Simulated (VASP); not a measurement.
A run of VASP 6.6.1 is set up as follows.

Contents of INCAR:

```
SYSTEM = KCl
ALGO = Normal
EDIFF = 1E-6
ENCUT = 520
GGA = PE
ISIF = 2
ISMEAR = -1
LASPH = .True.
LCHARG = .False.
LREAL = .False.
LWAVE = .False.
NBANDS = 15
NELM = 100
PREC = Accurate
SIGMA = 0.03
```

KPOINTS

```
k-points
0
Gamma
  7 7 7
  0 0 0
```

The input POSCAR:

```
KCl
1.0
    0.0000000000      3.1561000000      3.1876610000
    3.1561000000      0.0000000000      3.1876610000
    3.1561000000      3.1561000000      0.0000000000
K Cl
1 1
Direct
    0.0000000000      0.0000000000      0.0000000000
    0.5000000000      0.5000000000      0.5000000000
```

Potentials or basis: VASP PAW PBE potentials, release 64 (K_sv, Cl).

Command:

```console
$ cat potpaw_PBE.64/K_sv/POTCAR potpaw_PBE.64/Cl/POTCAR > POTCAR
$ mpirun -np 1 vasp_std > vasp.out
```

Question: Predict the band gap on the k mesh.

Answer: 5.12 eV, direct.

Question: Estimate the pressure.

Answer: 0.4 GPa.

Stress tensor (GPa, compression positive):
```
0.53 0.00 0.00
0.00 0.53 0.00
0.00 0.00 0.20
```

Caveat: the cell differs from its parent crystal (zz strain of +1 %). A k mesh can miss the band edges.
